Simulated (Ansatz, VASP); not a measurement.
CdF2 in VASP and in Ansatz

```
Cd F
1.0
     5.86410    0.00000    0.00000
     0.00000    3.69154    0.00000
     0.00000    0.00000    7.20263
Cd F
4 8
Direct
  0.74268 0.25000 0.09607
  0.24268 0.25000 0.40393
  0.25732 0.75000 0.90393
  0.75732 0.75000 0.59607
  0.63388 0.25000 0.40919
  0.13388 0.25000 0.09081
  0.36612 0.75000 0.59081
  0.86612 0.75000 0.90919
  0.49735 0.25000 0.84796
  0.99735 0.25000 0.65204
  0.50265 0.75000 0.15204
  0.00265 0.75000 0.34796
```

Alike in both runs: functional PBE; k mesh 4 × 6 × 4; occupations gaussian, width 0.02 eV; no spin polarisation.

Ansatz relaxed the structure, and its values are those at the end. VASP's run is a single point on that final structure, the one shown.

```csv
,VASP,Ansatz
version,VASP 6.6.1,Ansatz 0.2.0
potentials or method,"VASP PAW PBE potentials, release 64 (Cd, F), cutoff 520 eV","scalar-relativistic, plane waves, PAW"
valence electrons in the cell,104,136
```

```csv
,VASP,Ansatz,Ansatz less VASP
gap on the k mesh at the Fermi level (eV),2.78,2.81,+0.036
least direct gap on the mesh (eV),2.83,2.87,+0.035
pressure (GPa),0.6,0.0,-0.61
rms of the force components (eV/Å),0.024,0.000,-0.0238
```

VASP's potentials hold 104 valence electrons a cell and Ansatz's 136, so a difference there can come from the potentials and not from the codes.
